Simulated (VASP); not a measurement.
Crystal: ZrTa2.

```
Zr Ta
1.0
     0.00000    3.68487    3.68487
     3.68487    0.00000    3.68487
     3.68487    3.68487    0.00000
Zr Ta
2 4
Direct
  0.00000 0.00000 0.00000
  0.25000 0.25000 0.25000
  0.62500 0.62500 0.62500
  0.12500 0.62500 0.62500
  0.62500 0.62500 0.12500
  0.62500 0.12500 0.62500
```

| Property | Result |
| --- | --- |
| Program | VASP 6.6.1 |
| Task | relaxation of cell and atoms |
| Functional | PBE |
| Potentials or basis | VASP PAW PBE potentials, release 64 (Zr_sv, Ta_pv) |
| Cutoff | 600 eV |
| k mesh | 4 × 4 × 4 |
| Occupations | gaussian, width 0.1 eV |
| Spin | no spin polarisation |

At the start: pressure 44.5 GPa; volume 16.68 Å³/atom.

Question: How do energy, volume and symmetry change on relaxing?

Answer: Over 5 steps the energy falls by 442.6 meV/atom and the volume is 20.41 Å³/atom (+22.4 %); space group Fd-3m (No. 227, to 0.05 Å).

Step by step:
```tsv
step	energy change (eV)	largest force (eV/Å)	pressure (GPa)	volume (Å³)
1	0.0000	0.0000	44.50	100.07
2	4.6135	0.0000	-27.47	183.27
3	-2.6191	0.0000	-3.65	125.61
4	-2.6544	0.0000	-0.73	123.06
5	-2.6558	0.0000	0.01	122.46
```

Final structure:
```cif
data_structure
_symmetry_space_group_name_H-M 'P 1'
_symmetry_Int_Tables_number 1
_cell_length_a 5.5740
_cell_length_b 5.5740
_cell_length_c 5.5740
_cell_angle_alpha 60.000
_cell_angle_beta 60.000
_cell_angle_gamma 60.000
_cell_volume 122.46
loop_
_atom_site_label
_atom_site_type_symbol
_atom_site_fract_x
_atom_site_fract_y
_atom_site_fract_z
_atom_site_occupancy
Zr1 Zr 0.00000 0.00000 0.00000 1
Zr2 Zr 0.25000 0.25000 0.25000 1
Ta1 Ta 0.62500 0.62500 0.62500 1
Ta2 Ta 0.12500 0.62500 0.62500 1
Ta3 Ta 0.62500 0.62500 0.12500 1
Ta4 Ta 0.62500 0.12500 0.62500 1
```

Caveat: the k points lie up to 0.35 Å⁻¹ apart in the final cell; the volume moved by over 15 % at a fixed basis, so the end points are rough.
